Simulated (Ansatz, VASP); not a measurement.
**MgO: VASP beside Ansatz**

The input INCAR:

```
SYSTEM = MgO
PREC     = Accurate       ! precision mode
ENCUT    = 520            ! plane-wave cutoff, eV
EDIFF    = 1E-6           ! SCF threshold, eV
ISMEAR   = 0              ! smearing method
SIGMA    = 0.05           ! smearing width, eV
LREAL    = .False.        ! projectors in reciprocal space
LASPH    = .True.         ! aspherical terms in the spheres
NELM     = 100            ! most SCF steps
ALGO     = Normal         ! electronic algorithm
ISIF     = 2              ! what is computed and relaxed
LWAVE    = .False.        ! write WAVECAR
LCHARG   = .False.        ! write CHGCAR
GGA      = PE             ! functional
NBANDS   = 16             ! bands
```

File KPOINTS:

```
Automatic mesh
0
Gamma
  9 9 6
  0 0 0
```

File POSCAR:

```
MgO
1.0
    3.3428022696      0.0000000000      0.0000000000
   -1.6714011348      2.8949516853      0.0000000000
    0.0000000000      0.0000000000      5.1640562667
Mg O
2 2
Direct
    0.3422748310      0.6845496620      0.0063188067
    0.6756081643      0.3512163287      0.5063188067
    0.3197497906      0.6394995812      0.3982811933
    0.6530831239      0.3061662478      0.8982811933
```

Input for Ansatz:

```yaml
crystal:
  lattice:
    - [3.3428022696, 0.0, 0.0]
    - [-1.6714011348, 2.8949516853, 0.0]
    - [0.0, 0.0, 5.1640562667]
  atoms:
    - { symbol: Mg, position: [0.342274831, 0.684549662, 0.0063188067] }
    - { symbol: Mg, position: [0.6756081643, 0.3512163287, 0.5063188067] }
    - { symbol: O, position: [0.3197497906, 0.6394995812, 0.3982811933] }
    - { symbol: O, position: [0.6530831239, 0.3061662478, 0.8982811933] }
basis:
  ecutwfc: 520.0
kpoints:
  mp_grid: { grid: [9, 9, 6] }
hamiltonian:
  xc: pbe
  pseudopotentials: { kind: paw, azcp: { folder: soft_1 } }
scf:
  occupations: { method: gaussian, width: 0.05 }
output:
  forces: true
  stress: true
  eigenvalues: true
```

Change from the starting cell: mode 11 frozen in at -0.078 Å, equal normal strain along x, y and z +0.0083.

Alike in both runs: task single point; functional PBE; k mesh 9 × 9 × 6; occupations gaussian, width 0.05 eV; no spin polarisation.

```csv
,VASP,Ansatz
version,VASP 6.6.1,Ansatz 0.2.0
potentials or method,"VASP PAW PBE potentials, release 64 (Mg, O), cutoff 520 eV","scalar-relativistic, plane waves, PAW"
valence electrons in the cell,16,32
```

|  | VASP | Ansatz | Ansatz less VASP |
| --- | --- | --- | --- |
| gap on the k mesh at the Fermi level (eV) | 3.22 | 3.24 | +0.020 |
| least direct gap on the mesh (eV) | 3.22 | 3.24 | +0.020 |
| pressure (GPa) | -1.9 | -1.5 | +0.44 |
| traceless stress, the component that is largest in VASP (GPa) | -2.77 | -2.73 | +0.034 |
| rms of the force components (eV/Å) | 0.671 | 0.663 | -0.0074 |

Atom by atom the forces differ by 0.007 eV/Å (rms over components). VASP's potentials hold 16 valence electrons a cell and Ansatz's 32, so a difference there can come from the potentials and not from the codes.
